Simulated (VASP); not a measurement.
# Si12O23 (a cell with a defect) in VASP: single point with r2SCAN+D3(BJ)

Aim: the single point of Si12O23 (a cell with a defect) with r2SCAN+D3(BJ).

Everything below comes from runs of VASP 6.6.1. Logs are shortened: lines on timing, memory, paths and dates and some standing lists are left out, and cuts for length are marked.

### 1 The cell of the first run

The cell holds a defect, 35 atoms: a = 6.951 Å, b = 6.951 Å, c = 9.208 Å, α = 70.66°, β = 70.66°, γ = 70.01°.

### 2 Single point, r2SCAN+D3(BJ)

POSCAR reads:

```
Si12O23
1.0
   -2.3020000000      3.9871810000      5.2070000000
    4.6040000000      0.0000000000      5.2070000000
    4.6040000000      7.9743620000      0.0000000000
Si O
12 23
Direct
    0.1721674864      0.6386375837      0.9234055426
    0.3719256581      0.8431815053      0.0512965279
    0.2278872444      0.2009149450      0.1629122567
    0.1964950744      0.6456370554      0.3942929319
    0.3061510961      0.8490845482      0.5813949964
    0.2535132680      0.2493916676      0.6544001532
    0.6532357873      0.1561191195      0.1576386525
    0.8161136089      0.3584022351      0.3066693391
    0.7414837269      0.7483822228      0.3958433505
    0.7045425125      0.1273852770      0.6403755536
    0.8153483313      0.3424202495      0.8171322828
    0.7165240649      0.7434281149      0.8993714936
    0.2890200543      0.4072781980      0.9999651045
    0.4461663467      0.0105657447      0.0832898004
    0.7319777212      0.3485579040      0.1673610174
    0.4122430968      0.2031949673      0.2556972153
    0.0447147810      0.3841425264      0.2775428397
    0.7491455216      0.1652785230      0.9686156974
    0.3094164802      0.4244775087      0.4961853361
    0.1855176350      0.0752519060      0.6175588229
    0.7775115279      0.3061961732      0.6671121537
    0.4552711095      0.1569170987      0.7263839643
    0.0580549728      0.3395194463      0.7870013069
    0.7572902246      0.1594660650      0.4537383436
    0.7894061673      0.9271841918      0.2377384835
    0.6657631437      0.5749460938      0.3633716205
    0.2336393041      0.8322783068      0.4407937345
    0.9491055655      0.6580876359      0.4621102381
    0.5533811542      0.8373253947      0.5352846003
    0.2981478249      0.6651108653      0.2107004494
    0.8116548389      0.8968925012      0.7311362649
    0.6815134048      0.5724821781      0.8326876434
    0.2243637807      0.8403249076      0.9437542460
    0.9174850882      0.6734440457      0.9763590979
    0.2547247629      0.6610703207      0.7317924952
```

INCAR.step1 reads:

```
  ALGO = Normal
  EDIFF = 1E-4
  ENCUT = 520
  GGA = PE
  ISMEAR = -1
  LASPH = T
  LCHARG = F
  LREAL = Auto
  LWAVE = T
  NBANDS = 116
  NELECT = 188.0
  NELM = 60
  PREC = Accurate
  SIGMA = 0.05
```

INCAR.step2 reads:

```
  ALGO = Normal
  EDIFF = 1E-6
  ENCUT = 520
  ISIF = 2
  ISMEAR = -1
  ISTART = 1
  IVDW = 12
  LASPH = T
  LCHARG = F
  LMIXTAU = T
  LREAL = Auto
  LWAVE = F
  METAGGA = R2SCAN
  NBANDS = 116
  NELECT = 188.0
  NELM = 60
  PREC = Accurate
  SIGMA = 0.05
  VDW_A1 = 0.49484001
  VDW_A2 = 5.73083694
  VDW_S6 = 1.0
  VDW_S8 = 0.78981345
```

KPOINTS reads:

```
k-points
0
Gamma
  2 2 2
```

Potentials or basis: VASP PAW PBE potentials, release 64 (Si, O).

Started as:

```bash
cat potpaw_PBE.64/Si/POTCAR potpaw_PBE.64/O/POTCAR > POTCAR
cp INCAR.step1 INCAR
mpirun -np 1 vasp_std > vasp.out
cp INCAR.step2 INCAR
mpirun -np 1 vasp_std > vasp.out
```

OUTCAR:

```text
EDIFF = 1E-6
   ENCUT = 520
   ISIF = 2
   ISMEAR = -1
   ISTART = 1
   IVDW = 12
   LASPH = T
   LREAL = Auto
   METAGGA = R2SCAN
   NELECT = 188.0
   NELM = 60
   PREC = Accurate
 IVDW          = 12

 ion  position               nearest neighbor table
   1  0.172  0.639  0.923-  13 1.57  34 1.63  35 1.64  33 1.64   5 2.98   2 2.98  12 3.06   3 3.10

   2  0.372  0.843  0.051-  14 1.56  30 1.64  33 1.65  12 2.34   3 2.75   1 2.98   4 3.01
   3  0.228  0.201  0.163-  13 1.75  16 1.77  14 1.77  17 1.80   8 2.73   2 2.75   7 2.85   1 3.10

   4  0.196  0.646  0.394-  30 1.58  19 1.60  28 1.61  27 1.61   5 2.96   9 2.99   6 3.00   2 3.01

   5  0.306  0.849  0.581-  27 1.59  20 1.60  35 1.60  29 1.61   9 2.91   6 2.95   4 2.96   1 2.98

   6  0.254  0.249  0.654-  19 1.59  22 1.59  23 1.60  20 1.60  11 2.87  10 2.92   5 2.95   4 3.00

   7  0.653  0.156  0.158-  16 1.60  25 1.62  18 1.63  15 1.65  14 2.38   3 2.85   8 2.92  11 2.96
                             9 2.97
   8  0.816  0.358  0.307-  17 1.58  15 1.60  24 1.64  26 1.65   3 2.73   9 2.92   7 2.92  10 2.94

   9  0.741  0.748  0.396-  25 1.59  28 1.60  26 1.61  29 1.61   5 2.91   8 2.92   7 2.97   4 2.99

  10  0.705  0.127  0.640-  24 1.59  31 1.59  21 1.61  22 1.62   6 2.92  12 2.93   8 2.94  11 2.95

  11  0.815  0.342  0.817-  32 1.58  18 1.58  21 1.60  23 1.61   6 2.87  12 2.93  10 2.95   7 2.96

  12  0.717  0.743  0.899-  32 1.62  34 1.63  31 1.64   2 2.34  11 2.93  10 2.93   1 3.06
  13  0.289  0.407  1.000-   1 1.57   3 1.75
  14  0.446  0.011  0.083-   2 1.56   3 1.77   7 2.38
  15  0.732  0.349  0.167-   8 1.60   7 1.65
  16  0.412  0.203  0.256-   7 1.60   3 1.77
  17  0.045  0.384  0.278-   8 1.58   3 1.80
  18  0.749  0.165  0.969-  11 1.58   7 1.63
  19  0.309  0.424  0.496-   6 1.59   4 1.60
  20  0.186  0.075  0.618-   5 1.60   6 1.60
[... 13 lines left out ...]
  34  0.917  0.673  0.976-   1 1.63  12 1.63
  35  0.255  0.661  0.732-   5 1.60   1 1.64

  LATTYP: Found a base centered monoclinic cell.
 ALAT       =    11.3863168903
 B/A-ratio  =     0.7003460395
 C/A-ratio  =     0.8086899530
 COS(beta)  =    -0.4043449765

  Lattice vectors:

 A1 = (   2.3020000000,  -3.9871810000,  -5.2070000000)
 A2 = (  -4.6040000000,   0.0000000000,  -5.2070000000)
 A3 = (   4.6040000000,   7.9743620000,   0.0000000000)

Analysis of symmetry for initial positions (statically):
=====================================================================
 Subroutine PRICEL returns:
 Original cell was already a primitive cell.

 Routine SETGRP: Setting up the symmetry group for a
 base centered monoclinic supercell.

 Subroutine GETGRP returns: Found  1 space group operations
 (whereof  1 operations were pure point group operations)
 out of a pool of  4 trial point group operations.

The static configuration has the point symmetry C_1 .

Analysis of symmetry for dynamics (positions and initial velocities):
=====================================================================
 Subroutine PRICEL returns:
 Original cell was already a primitive cell.

 Routine SETGRP: Setting up the symmetry group for a
 base centered monoclinic supercell.

 Subroutine GETGRP returns: Found  1 space group operations
 (whereof  1 operations were pure point group operations)
 out of a pool of  4 trial point group operations.

The dynamic configuration has the point symmetry C_1 .

 Subroutine INISYM returns: Found  1 space group operations
 (whereof  1 operations are pure point group operations),
 and found     1 'primitive' translations

----------------------------------------------------------------------------------------

                                     Primitive cell

  volume of cell :     382.3392

  direct lattice vectors                    reciprocal lattice vectors
    -2.302000000  3.987181000  5.207000000    -0.108601216  0.062700941  0.096024582
     4.604000000  0.000000000  5.207000000     0.108601216 -0.062700941  0.096024582
     4.604000000  7.974362000  0.000000000     0.054300608  0.094051411 -0.048012291

  length of vectors
     6.950515472  6.950515449  9.208000071     0.157944144  0.157944144  0.118740912

  position of ions in fractional coordinates (direct lattice)
     0.172167486  0.638637584  0.923405543
     0.371925658  0.843181505  0.051296528
     0.227887244  0.200914945  0.162912257
     0.196495074  0.645637055  0.394292932
     0.306151096  0.849084548  0.581394996
     0.253513268  0.249391668  0.654400153
[... 27 lines left out ...]
     0.917485088  0.673444046  0.976359098
     0.254724763  0.661070321  0.731792495

  ion indices of the primitive-cell ions
   primitive index   ion index
                 1           1
                 2           2
                 3           3
                 4           4
                 5           5
                 6           6
[... 27 lines left out ...]
                34          34
                35          35

----------------------------------------------------------------------------------------

 KPOINTS: k-points

Automatic generation of k-mesh.
 Grid dimensions read from file:
 generate k-points for:    2    2    2

 Generating k-lattice:

  Cartesian coordinates                     Fractional coordinates (reciprocal lattice)
    -0.054300608  0.031350470  0.048012291     0.500000000 -0.000000000 -0.000000000
     0.054300608 -0.031350470  0.048012291     0.000000000  0.500000000  0.000000000
     0.027150304  0.047025706 -0.024006146    -0.000000000  0.000000000  0.500000000

  Length of vectors
     0.078972072  0.078972072  0.059370456

  Shift w.r.t. Gamma in fractional coordinates (k-lattice)
     0.000000000  0.000000000  0.000000000

 Subroutine IBZKPT returns following result:
 ===========================================

 Found      8 irreducible k-points:

 Following reciprocal coordinates:
            Coordinates               Weight
  0.000000  0.000000  0.000000      1.000000
  0.500000  0.000000 -0.000000      1.000000
  0.000000  0.500000  0.000000      1.000000
  0.500000  0.500000  0.000000      1.000000
 -0.000000  0.000000  0.500000      1.000000
  0.500000  0.000000  0.500000      1.000000
 -0.000000  0.500000  0.500000      1.000000
  0.500000  0.500000  0.500000      1.000000
   k-points           NKPTS =      8   k-points in BZ     NKDIM =      8   number of bands    NBANDS=    116
   number of dos      NEDOS =    301   number of ions     NIONS =     35
   total plane-waves  NPLWV = 204120
   dimension x,y,z NGX =    54 NGY =   54 NGZ =   70
   dimension x,y,z NGXF=   108 NGYF=  108 NGZF=  140
   ions per type =              12  23
   NGX,Y,Z   is equivalent  to a cutoff of  12.92, 12.92, 12.64 a.u.
   NGXF,Y,Z  is equivalent  to a cutoff of  25.83, 25.83, 25.28 a.u.
 SYSTEM =  unknown system
   PREC   = accura    normal or accurate (medium, high low for compatibility)
   ISTART =      1    job   : 0-new  1-cont  2-samecut
   ICHARG =      0    charge: 1-file 2-atom 10-const
   ISPIN  =      1    spin polarized calculation?
   LNONCOLLINEAR =      F non collinear calculations
   LSORBIT =      F    spin-orbit coupling
   LASPH  =      T    aspherical Exc in radial PAW
   ENCUT  =  520.0 eV  38.22 Ry    6.18 a.u.  12.92 12.92 17.12*2*pi/ulx,y,z
   NELM   =     60;   NELMIN=  2; NELMDL=  0     # of ELM steps
   EDIFF  = 0.1E-05   stopping-criterion for ELM
   LREAL  =      T    real-space projection
   EDIFFG = 0.1E-04   stopping-criterion for IOM
   NSW    =      0    number of steps for IOM
   IBRION =     -1    ionic relax: 0-MD 1-quasi-New 2-CG
   NFREE  =      0    steps in history (QN), initial steepest desc. (CG)
   ISIF   =      2    stress and relaxation
   ISYM   =      2    0-nonsym 1-usesym 2-fastsym
   POTIM  = 0.5000    time-step for ionic-motion
   TEBEG  =    0.0;   TEEND  =   0.0 temperature during run
   PSTRESS=    0.0 pullay stress
   NELECT =     188.0000    total number of electrons
   NUPDOWN=      -1.0000    fix difference up-down
   EMIN   =  10.00;   EMAX   =-10.00  energy-range for DOS
   EFERMI =   0.00;   METHOD = LEGACY
   ISMEAR =    -1;   SIGMA  =   0.05  broadening in eV -4-tet -1-fermi 0-gaus
   EFERMI_NEDOS =   21; number of points for ismear=-14 and -15
   IALGO  =     38    algorithm
   IMIX   =      4    mixing-type and parameters
     AMIX     =   0.40;   BMIX     =  1.00
     AMIX_MAG =   1.60;   BMIX_MAG =  1.00
  volume/ion in A,a.u.               =      10.92        73.72
  Fermi-wavevector in a.u.,A,eV,Ry     =   1.292145  2.441800 22.716805  1.669638
  Thomas-Fermi vector in A             =   2.423871
   LORBIT       =      0    0 simple, 1 ext, 2 COOP (PROOUT), +10 PAW based schemes
   METAGGA = R2SCAN    functional components
   LHFCALC =     F    Hartree Fock is set to
   AEXX    =    0.0000 exact exchange contribution
   IVDW    =    12    specifies the selected vdW correction
   LEPSILON=     F    determine dielectric tensor
   LRPA    =     F    only Hartree local field effects (RPA)
 non-spin polarized calculation
  energy-cutoff  :      520.00
  volume of cell :      382.34
 maximum number of plane-waves:     10313
 NGX is ok and might be reduce to    54
   NGX = 25   NGY = 25   NGZ = 35

 number of electron     188.0000020 magnetization

 Free energy of the ion-electron system (eV)
  ---------------------------------------------------
  ext. energy  EPLUGINS =         0.00000000
  ---------------------------------------------------
  free energy    TOTEN  =      -326.44022775 eV

  energy without entropy =     -326.44022775  energy(sigma->0) =     -326.44022775

 E-fermi :   8.1790     XC(G=0): -10.7710

 val. band max:        6.9614948914   @ k =   0.5000   0.5000   0.0000
 cond. band min:       9.5288914012   @ k =  -0.0000   0.0000   0.5000
 fundamental gap:      2.5673965098
 Fermi energy:         8.1789810929

 k-point     1 :       0.0000    0.0000    0.0000
  band No.  band energies     occupation
      1     -18.9292      2.00000
      2     -18.2805      2.00000
      3     -17.9862      2.00000
      4     -17.7424      2.00000
      5     -17.6655      2.00000
      6     -17.5576      2.00000
[... 98 lines left out ...]
    105      12.5594      0.00000
    106      12.7065      0.00000

 k-point     2 :       0.5000    0.0000   -0.0000
  band No.  band energies     occupation
      1     -18.6594      2.00000
      2     -18.5306      2.00000
      3     -18.1101      2.00000
      4     -17.9620      2.00000
      5     -17.5566      2.00000
      6     -17.4479      2.00000
[... 646 lines left out ...]
 k-point     8 :       0.5000    0.5000    0.5000
  band No.  band energies     occupation
      1     -18.5704      2.00000
      2     -18.3880      2.00000
      3     -18.2147      2.00000
      4     -17.9876      2.00000
      5     -17.8069      2.00000
      6     -17.5906      2.00000
[... 98 lines left out ...]
    105      12.3647      0.00000
    106      12.6124      0.00000
 [bands above 106 left out]

------------------------ aborting loop because EDIFF is reached ----------------------------------------

 Edisp (eV)   -2.87479

 E8    (eV) :    -0.7461

  FORCE on cell =-STRESS in cart. coord.  units (eV):
  Direction    XX          YY          ZZ          XY          YZ          ZX
  --------------------------------------------------------------------------------------
  -------------------------------------------------------------------------------------
  Total      47.88146    42.18578    38.42402    -0.72659    -0.14879     2.90586
  in kB     200.64538   176.77783   161.01434    -3.04473    -0.62348    12.17688
  external pressure =      179.48 kB  Pullay stress =        0.00 kB

 VOLUME and BASIS-vectors are now :
 -----------------------------------------------------------------------------
  energy-cutoff  :      520.00
  volume of cell :      382.34
      direct lattice vectors                 reciprocal lattice vectors
    -2.302000000  3.987181000  5.207000000    -0.108601216  0.062700941  0.096024582
     4.604000000  0.000000000  5.207000000     0.108601216 -0.062700941  0.096024582
     4.604000000  7.974362000  0.000000000     0.054300608  0.094051411 -0.048012291

 POSITION                                       TOTAL-FORCE (eV/Angst)
 -----------------------------------------------------------------------------------
      6.79532      8.05003      4.22186         0.102130     -0.315820      0.015316
      3.26200      1.89199      6.32706        -1.451061     -0.013394     -0.644610
      1.15046      2.20775      2.23277         0.602154      0.063781      0.206586
      4.33551      3.92770      4.38498        -0.112270      0.047869     -0.031564
      5.88117      5.85693      6.01531         0.004313      0.138624     -0.038098
      3.57747      6.22923      2.61863         0.310664     -0.097617      0.016435
[... 27 lines left out ...]
      5.48364     11.44402      8.28397        -0.084184      0.267360     -0.103007
      5.82636      6.85121      4.76855         0.085209      0.066043     -0.071229
 -----------------------------------------------------------------------------------
    total drift:                                0.007203     -0.014859      0.008360

  FREE ENERGIE OF THE ION-ELECTRON SYSTEM (eV)
  ---------------------------------------------------
  free  energy   TOTEN  =      -329.3150194074 eV

  energy  without entropy=     -329.3150194074  energy(sigma->0) =     -329.31501941
```

It took 17 min on 1 thread of Intel Xeon 6975P-C (Granite Rapids), shared host; peak memory 0.63 GiB.

Results:

| Quantity | Value |
| --- | --- |
| Free energy | -329.3150 eV |
| Largest force | 1.588 eV/Å |
| Dispersion energy per atom | -0.082 eV |

Forces in eV/Å, atoms in the order of the input:
```
Si   0.102 -0.316  0.015
Si  -1.451 -0.013 -0.645
Si   0.602  0.064  0.207
Si  -0.112  0.048 -0.032
Si   0.004  0.139 -0.038
Si   0.311 -0.098  0.016
Si  -0.076  0.100  0.325
Si   0.009 -0.058  0.150
Si  -0.186 -0.005 -0.004
Si   0.282  0.238 -0.144
Si   0.109  0.045  0.010
Si   0.429  0.370 -0.680
O   -0.082  0.249 -0.078
O    0.532  0.019  1.048
O   -0.024 -0.073 -0.161
O   -0.130 -0.091 -0.286
O    0.222 -0.045  0.143
O   -0.003  0.150 -0.064
O   -0.095  0.066 -0.001
O    0.047 -0.006  0.023
O    0.008 -0.297 -0.054
O   -0.316  0.014  0.104
O   -0.062 -0.055  0.002
O   -0.088  0.012  0.005
O    0.078 -0.161 -0.109
O    0.030  0.007 -0.024
O    0.019 -0.097 -0.006
O    0.166  0.022  0.022
O   -0.074 -0.003  0.044
O    0.019  0.047  0.074
O    0.061 -0.442  0.659
O   -0.411 -0.100 -0.231
O    0.076 -0.064 -0.116
O   -0.084  0.267 -0.103
O    0.085  0.066 -0.071
```

Caveat: the k points lie up to 0.50 Å⁻¹ apart; the cell carries a net charge on a neutralising background, which shifts energy and pressure; the cell is charged against a uniform background, so pressure and absolute levels hang on convention; the PAW data sets were made with another functional, which shifts forces and pressure a little.
